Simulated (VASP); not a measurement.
# H (Cmcm) in VASP: a series of runs, part 2 of 2

VASP 6.6.1. The steps go on from the part before.

## 3. Single point, LDA (strain +0.0300 x Voigt [1, 1, 0, 0, 0, 0])

INCAR reads:

```
ALGO = Normal ; EDIFF = 1E-7
ENCUT = 520 ; GGA = CA
ISIF = 2 ; ISMEAR = 0
LASPH = True ; LCHARG = True
LELF = True ; LREAL = False
LVHAR = True ; LWAVE = False
NBANDS = 10 ; NELM = 100
PREC = Accurate ; SIGMA = 0.05
```

KPOINTS reads:

```
k-points
0
Gamma
  8 8 4
```

POSCAR reads:

```
H
1.0
    1.6979878158     -2.8136388769      0.0000000000
    1.6979878158      2.8136388769      0.0000000000
    0.0000000000      0.0000000000      6.3137686200
H
4
Direct
    0.5678085000      0.4321915000      0.9995149500
    0.4321915000      0.5678085000      0.0004850500
    0.4321915000      0.5678085000      0.4995149500
    0.5678085000      0.4321915000      0.5004850500
```

Potentials or basis: VASP PAW LDA potentials, release 64 (H).

Started as:

```console
$ cat potpaw_LDA.64/H/POTCAR > POTCAR
$ mpirun -np 1 vasp_std > vasp.out
```

Wall time 16 s (1 thread of Intel Xeon Platinum 8375C at 2.90GHz (Ice Lake), shared host); peak memory 0.15 GiB.

It converged, with:

| Item | Value |
| --- | --- |
| Free energy | -13.5033 eV |
| Pressure | -0.3 GPa |
| Largest force | 0.193 eV/Å |
| Band gap on the k mesh | 7.63 eV |

Forces on the atoms (eV/Å):
```
H    0.000 -0.193 -0.002
H    0.000  0.193  0.002
H    0.000  0.193 -0.002
H    0.000 -0.193  0.002
```

Stress tensor (GPa, compression positive):
```
-0.57  0.00  0.00
 0.00 -0.01  0.00
 0.00  0.00 -0.39
```

Levels at points of the mesh, in eV from the valence-band top:
```tsv
k point	band 1	band 2	band 3	band 4	band 5	band 6	band 7
(0.00, 0.00, 0.00)	-1.89	-1.12	8.71	11.62	15.72	15.96	16.62
(0.50, 0.00, 0.00)	-0.79	-0.24	8.50	10.82	12.33	14.05	14.87
(0.50, 0.50, 0.00)	-0.52	0.00	7.63	9.60	12.84	14.03	14.51
(0.00, 0.00, 0.50)	-1.53	-1.53	10.19	10.19	16.04	16.04	16.13
(0.50, 0.00, 0.50)	-0.53	-0.53	9.32	9.32	13.79	13.79	15.34
(0.50, 0.50, 0.50)	-0.27	-0.27	8.38	8.38	13.99	13.99	17.03
```

Caveat: the cell differs from its parent crystal (strain +0.0300 x Voigt [1, 1, 0, 0, 0, 0]). A k mesh can miss the band edges.

## 4. Single point, LDA (strain +0.0450 x Voigt [1, 1, 0, 0, 0, 0])

INCAR reads:

```
SYSTEM = H
  PREC = Accurate
  ENCUT = 520
  EDIFF = 1E-6
  ISMEAR = 0
  SIGMA = 0.05
  LREAL = .FALSE.
  LASPH = .TRUE.
  NELM = 100
  ALGO = Normal
  ISIF = 2
  LWAVE = .FALSE.
  LCHARG = .FALSE.
  GGA = CA
  NBANDS = 10
```

KPOINTS reads:

```
Automatic mesh
0
G
  8 8 4
  0 0 0
```

POSCAR, as its differences from that of step 3:

```diff
@@ -2,4 +2,4 @@
 1.0
-    1.6979878158     -2.8136388769      0.0000000000
-    1.6979878158      2.8136388769      0.0000000000
+    1.7227157937     -2.8546142004      0.0000000000
+    1.7227157937      2.8546142004      0.0000000000
     0.0000000000      0.0000000000      6.3137686200
```

Potentials or basis: VASP PAW LDA potentials, release 64 (H).

Started as:

```console
$ cat potpaw_LDA.64/H/POTCAR > POTCAR
$ mpirun -np 1 vasp_std > vasp.out
```

OUTCAR:

```text
SYSTEM = H
   PREC = Accurate
   ENCUT = 520
   EDIFF = 1E-6
   ISMEAR = 0
   LREAL = .FALSE.
   LASPH = .TRUE.
   NELM = 100
   ISIF = 2
   GGA = CA

 ion  position               nearest neighbor table
   1  0.568  0.432  1.000-   2 0.77
   2  0.432  0.568  0.000-   1 0.77
   3  0.432  0.568  0.500-   4 0.77
   4  0.568  0.432  0.500-   3 0.77

  LATTYP: Found a base centered orthorhombic cell.
 ALAT       =     3.4454315874
 B/A-ratio  =     1.6570430310
 C/A-ratio  =     1.8325044221

  Lattice vectors:

 A1 = (   1.7227157937,  -2.8546142004,   0.0000000000)
 A2 = (   1.7227157937,   2.8546142004,   0.0000000000)
 A3 = (   0.0000000000,   0.0000000000,   6.3137686200)

Analysis of symmetry for initial positions (statically):
=====================================================================
 Subroutine PRICEL returns:
 Original cell was already a primitive cell.

 Routine SETGRP: Setting up the symmetry group for a
[... 183 lines left out ...]
  band No.  band energies     occupation
      1     -10.2569      2.00000
      2      -9.4828      2.00000
      3       0.2823      0.00000
      4       3.0519      0.00000
      5       6.8651      0.00000
      6       7.2932      0.00000
      7       7.7805      0.00000
      8       9.7316      0.00000
      9      11.1937      0.00000
     10      11.7847      0.00000
[... 287 lines left out ...]
 k-point    24 :       0.2500    0.0000    0.2500
  band No.  band energies     occupation
      1      -9.7006      2.00000
      2      -9.2176      2.00000
      3       1.5445      0.00000
      4       1.6448      0.00000
      5       4.1421      0.00000
      6       5.7654      0.00000
      7       7.7520      0.00000
      8       7.9777      0.00000
      9       9.4359      0.00000
     10      10.1070      0.00000

 [... further k-points ...]

------------------------ aborting loop because EDIFF is reached ----------------------------------------

  FORCE on cell =-STRESS in cart. coord.  units (eV):
  Direction    XX          YY          ZZ          XY          YZ          ZX
  --------------------------------------------------------------------------------------
  -------------------------------------------------------------------------------------
  Total       -0.2127107     -0.5491949     -0.1444340      0.0000000      0.0000000      0.0000000
  in kB       -5.4880761    -14.1695927     -3.7264936      0.0000000      0.0000000      0.0000000
  external PRESSURE =      -7.7947208 kB  Pullay stress =       0.0000000 kB

 VOLUME and BASIS-vectors are now :
 -----------------------------------------------------------------------------
  energy-cutoff  :      520.00
  volume of cell :       62.10
      direct lattice vectors                 reciprocal lattice vectors
     1.722715794 -2.854614200  0.000000000     0.290239401 -0.175155017  0.000000000
     1.722715794  2.854614200  0.000000000     0.290239401  0.175155017  0.000000000
     0.000000000  0.000000000  6.313768620     0.000000000  0.000000000  0.158384011

 POSITION                                       TOTAL-FORCE (eV/Angst)
 -----------------------------------------------------------------------------------
      1.72272     -0.38713      6.31071         0.000000      0.162066      0.001062
      1.72272      0.38713      0.00306         0.000000     -0.162066     -0.001062
      1.72272      0.38713      3.15382         0.000000     -0.162066      0.001062
      1.72272     -0.38713      3.15995         0.000000      0.162066     -0.001062
 -----------------------------------------------------------------------------------
    total drift:                                0.000000      0.000000      0.000000

  FREE ENERGIE OF THE ION-ELECTRON SYSTEM (eV)
  ---------------------------------------------------
  free  energy   TOTEN  =       -13.4978151135 eV

  energy  without entropy=      -13.4978151135  energy(sigma->0) =      -13.49781511
```

It took 22 s on 1 thread of Intel Xeon Platinum 8375C at 2.90GHz (Ice Lake), shared host; peak memory 0.16 GiB.

Results:

| Item | Value |
| --- | --- |
| Free energy | -13.4978 eV |
| Pressure | -0.8 GPa |
| Largest force | 0.162 eV/Å |
| Band gap on the k mesh | 7.54 eV |

Forces on the atoms (eV/Å):
```
H    0.000  0.162  0.001
H    0.000 -0.162 -0.001
H    0.000 -0.162  0.001
H    0.000  0.162 -0.001
```

Caveat: the cell differs from its parent crystal (strain +0.0450 x Voigt [1, 1, 0, 0, 0, 0]). A k mesh can miss the band edges.

## 5. Single point, LDA (strain +0.0600 x Voigt [1, 1, 0, 0, 0, 0])

INCAR reads:

```
SYSTEM = H
  ALGO = Normal
  EDIFF = 1E-6
  ENCUT = 520
  ISIF = 2
  ISMEAR = 0
  LASPH = .TRUE.
  LCHARG = .FALSE.
  LREAL = .FALSE.
  LWAVE = .FALSE.
  NBANDS = 10
  NELM = 60
  PREC = Accurate
  SIGMA = 0.05
```

KPOINTS reads:

```
k-points
0
G
  8 8 4
  0 0 0
```

POSCAR, as its differences from that of step 4:

```diff
@@ -2,4 +2,4 @@
 1.0
-    1.7227157937     -2.8546142004      0.0000000000
-    1.7227157937      2.8546142004      0.0000000000
+    1.7474437716     -2.8955895238      0.0000000000
+    1.7474437716      2.8955895238      0.0000000000
     0.0000000000      0.0000000000      6.3137686200
```

Started as:

```console
$ cat potpaw_LDA.64/H/POTCAR > POTCAR
$ mpirun -np 1 vasp_std > vasp.out
```

Run time: 23 s. Hardware: 1 thread of Intel Xeon Platinum 8375C at 2.90GHz (Ice Lake), shared host; peak memory 0.16 GiB.

The run converged. Its results:

| Quantity | Value |
| --- | --- |
| Free energy | -13.4847 eV |
| Pressure | -1.2 GPa |
| Largest force | 0.493 eV/Å |
| Band gap on the k mesh | 7.46 eV |

Forces in eV/Å, atoms in the order of the input:
```
H    0.000  0.493  0.004
H    0.000 -0.493 -0.004
H    0.000 -0.493  0.004
H    0.000  0.493 -0.004
```

Stress tensor (GPa, compression positive):
```
-0.53  0.00  0.00
 0.00 -2.69  0.00
 0.00  0.00 -0.36
```

Levels at points of the mesh, in eV from the valence-band top:
```
           k point  band 1  band 2  band 3  band 4  band 5
(0.00, 0.00, 0.00)   -1.76   -0.98    8.73   11.36   14.90
(0.50, 0.00, 0.00)   -0.78   -0.22    8.34   10.68   12.09
(0.50, 0.50, 0.00)   -0.54    0.00    7.46    9.45   12.58
(0.00, 0.00, 0.50)   -1.40   -1.40   10.13   10.13   15.32
(0.50, 0.00, 0.50)   -0.51   -0.51    9.16    9.16   13.52
(0.50, 0.50, 0.50)   -0.28   -0.28    8.22    8.22   13.70
```

Caveat: the cell differs from its parent crystal (strain +0.0600 x Voigt [1, 1, 0, 0, 0, 0]). A k mesh can miss the band edges.

## 6. Single point, LDA (strain +0.0525 x Voigt [1, 1, 0, 0, 0, 0])

INCAR reads:

```
SYSTEM = H
  PREC = Accurate
  ENCUT = 520
  EDIFF = 1E-7
  ISMEAR = 0
  SIGMA = 0.05
  LREAL = .False.
  LASPH = .True.
  NELM = 100
  ALGO = Normal
  ISIF = 2
  LWAVE = .False.
  LCHARG = .False.
  NBANDS = 10
```

KPOINTS reads:

```
regular mesh
0
Gamma
  8 8 4
  0 0 0
```

POSCAR, as its differences from that of step 5:

```diff
@@ -2,4 +2,4 @@
 1.0
-    1.7474437716     -2.8955895238      0.0000000000
-    1.7474437716      2.8955895238      0.0000000000
+    1.7350797826     -2.8751018621      0.0000000000
+    1.7350797826      2.8751018621      0.0000000000
     0.0000000000      0.0000000000      6.3137686200
```

Potentials or basis: VASP PAW LDA potentials, release 64 (H).

Started as:

```console
$ cat potpaw_LDA.64/H/POTCAR > POTCAR
$ mpirun -np 1 vasp_std > vasp.out
```

It took 22 s on 1 thread of Intel Xeon Platinum 8375C at 2.90GHz (Ice Lake), shared host; peak memory 0.16 GiB.

Results (log left out):

| Item | Value |
| --- | --- |
| Free energy | -13.4922 eV |
| Pressure | -1.0 GPa |
| Largest force | 0.330 eV/Å |
| Band gap on the k mesh | 7.50 eV |

Forces on the atoms (eV/Å):
```
H    0.000  0.330  0.002
H    0.000 -0.330 -0.002
H    0.000 -0.330  0.002
H    0.000  0.330 -0.002
```

Stress tensor (GPa, compression positive):
```
-0.54  0.00  0.00
 0.00 -2.07  0.00
 0.00  0.00 -0.36
```

Levels at points of the mesh, in eV from the valence-band top:
| k point | band 1 | band 2 | band 3 | band 4 | band 5 |
| --- | --- | --- | --- | --- | --- |
| (0.00, 0.00, 0.00) | -1.79 | -1.01 | 8.72 | 11.42 | 15.10 |
| (0.50, 0.00, 0.00) | -0.78 | -0.22 | 8.38 | 10.71 | 12.15 |
| (0.50, 0.50, 0.00) | -0.53 | 0.00 | 7.50 | 9.49 | 12.64 |
| (0.00, 0.00, 0.50) | -1.43 | -1.43 | 10.14 | 10.14 | 15.52 |
| (0.50, 0.00, 0.50) | -0.52 | -0.52 | 9.20 | 9.20 | 13.59 |
| (0.50, 0.50, 0.50) | -0.28 | -0.28 | 8.25 | 8.25 | 13.77 |

Caveat: the cell differs from its parent crystal (strain +0.0525 x Voigt [1, 1, 0, 0, 0, 0]). A k mesh can miss the band edges.

## 7. The runs side by side

```tsv
cell	gap on the mesh (eV)	pressure (GPa)	largest force (eV/Å)
a = 3.238, b = 3.238, c = 6.314 Å, angles 90.0, 90.0, 117.8°, 4 atoms	7.71	0.2	0.57
a = 3.286, b = 3.286, c = 6.314 Å, angles 90.0, 90.0, 117.8°, 4 atoms	7.63	-0.3	0.19
a = 3.334, b = 3.334, c = 6.314 Å, angles 90.0, 90.0, 117.8°, 4 atoms	7.54	-0.8	0.16
a = 3.382, b = 3.382, c = 6.314 Å, angles 90.0, 90.0, 117.8°, 4 atoms	7.46	-1.2	0.49
a = 3.358, b = 3.358, c = 6.314 Å, angles 90.0, 90.0, 117.8°, 4 atoms	7.50	-1.0	0.33
```

Alike in all rows: task single point; level LDA; potentials or basis VASP PAW LDA potentials, release 64 (H); no spin polarisation; k mesh 8 × 8 × 4; cutoff (eV) 520; smearing gaussian 0.05 eV.

Absolute energies hang on the potentials; compare differences alone.
